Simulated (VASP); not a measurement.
**BeTe (o.bB): single point with PBE**

BeTe (o.bB):

```
CELL_PARAMETERS angstrom
0.00000 2.83231 2.83231
2.83231 0.00000 2.83231
2.83231 2.83231 0.00000
ATOMIC_POSITIONS crystal
Be 0.00000 0.00000 0.00000
Te 0.25000 0.25000 0.25000
```

* Program: VASP 6.6.1
* Task: single point
* Functional: PBE
* Potentials or basis: VASP PAW PBE potentials, release 64 (Be, Te)
* Cutoff: 600 eV
* k mesh: 8 × 8 × 8
* Occupations: gaussian, width 0.02 eV
* Spin: no spin polarisation

The pressure is 0.1 GPa and the band gap on the k mesh is 2.02 eV, indirect (least direct gap 3.62 eV).

Levels at points of the mesh, in eV from the valence-band top:
```
           k point  band 2  band 3  band 4  band 5  band 6  band 7
(0.00, 0.00, 0.00)    0.00    0.00    0.00    3.62    3.62    3.62
(0.50, 0.00, 0.00)   -5.43   -1.10   -1.10    3.03    4.60    4.60
(0.50, 0.50, 0.00)   -5.02   -2.58   -2.58    2.02    2.69    9.60
```

It took 7.8 s on 1 thread of Intel(R) Xeon(R) 6975P-C (Granite Rapids) (shared host), peak memory 0.17 GiB.

Caveat: spin-orbit coupling is left out, which moves the levels of the heavy elements. A k mesh can miss the band edges.
